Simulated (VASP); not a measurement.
**Be2Se: single point with PBE**

Crystal: Be2Se.

```
Be Se
1.0
     3.36174    0.00000    0.00000
    -1.68087    2.91135    0.00000
     0.00000    0.00000    4.26878
Be Se
2 1
Cartesian
  0.0000 1.9409 1.3303
  1.6809 0.9704 2.9385
  0.0000 0.0000 0.0000
```

```
Program             : VASP 6.6.1
Task                : single point
Functional          : PBE
Potentials or basis : VASP PAW PBE potentials, release 64 (Be, Se)
Cutoff              : 600 eV
k mesh              : 6 × 6 × 5
Occupations         : gaussian, width 0.2 eV
Spin                : no spin polarisation
```

| Item | Value |
| --- | --- |
| Pressure | 0.4 GPa |
| Largest force | 0.053 eV/Å |
| Band gap on the k mesh | zero (bands 5 and 6 overlap by 2.22 eV) |

Forces in eV/Å, atoms in the order of the input:
```
Be   0.000  0.000  0.053
Be   0.000  0.000 -0.053
Se   0.000  0.000  0.000
```

Stress tensor (GPa, compression positive):
```
0.21 0.00 0.00
0.00 0.21 0.00
0.00 0.00 0.83
```

Levels at points of the mesh, in eV from the Fermi level:
```
           k point  band 2  band 3  band 4  band 5  band 6  band 7  band 8  band 9
(0.00, 0.00, 0.00)   -5.51   -4.23   -1.32   -1.32    3.19    3.19    3.75    8.19
(0.50, 0.00, 0.00)   -8.09   -3.84   -3.45   -0.77   -0.32    0.97    3.70    5.75
```

Run time: 25 s on 1 thread of Intel Xeon 8259CL, with other jobs on the host, peak memory 0.18 GiB.
